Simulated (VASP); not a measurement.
## In: single point with PBE

The system is In.

```
In
1.0
    -1.64822    1.69734    2.52498
     1.69734   -1.64822    2.52498
     1.60436    1.60436   -2.49270
In
1
Cartesian
  0.0000 0.0000 0.0000
```

* Program: VASP 6.6.1
* Task: single point
* Functional: PBE
* Potentials or basis: VASP PAW PBE potentials, release 64 (In_d)
* Cutoff: 520 eV
* k mesh: 11 × 11 × 14
* Occupations: gaussian, width 0.03 eV
* Spin: no spin polarisation
* Dipole correction: no
* Further INCAR settings: ALGO = Normal; EDIFF = 1e-07; NBANDS = 12

```json
{"Pressure": "0.0 GPa", "Band gap on the k mesh": "zero (an odd number of electrons rules out a gap without spin polarisation)"}
```

Stress tensor (GPa, compression positive):
```
 0.10 -0.16 -0.28
-0.16  0.10 -0.28
-0.28 -0.28 -0.35
```

Levels at points of the mesh, in eV from the Fermi level:
| k point | band 4 | band 5 | band 6 | band 7 | band 8 | band 9 |
| --- | --- | --- | --- | --- | --- | --- |
| (0.00, 0.00, 0.00) | -14.49 | -14.39 | -9.21 | 9.80 | 10.05 | 10.52 |
| (0.00, 0.00, 0.50) | -14.29 | -14.23 | -1.65 | -1.52 | 3.25 | 3.64 |

Wall time 58 s on 1 thread of Intel(R) Xeon(R) 6975P-C (Granite Rapids), on a shared host, peak memory 0.27 GiB.

Caveat: spin-orbit coupling is left out, which moves the levels of the heavy elements.
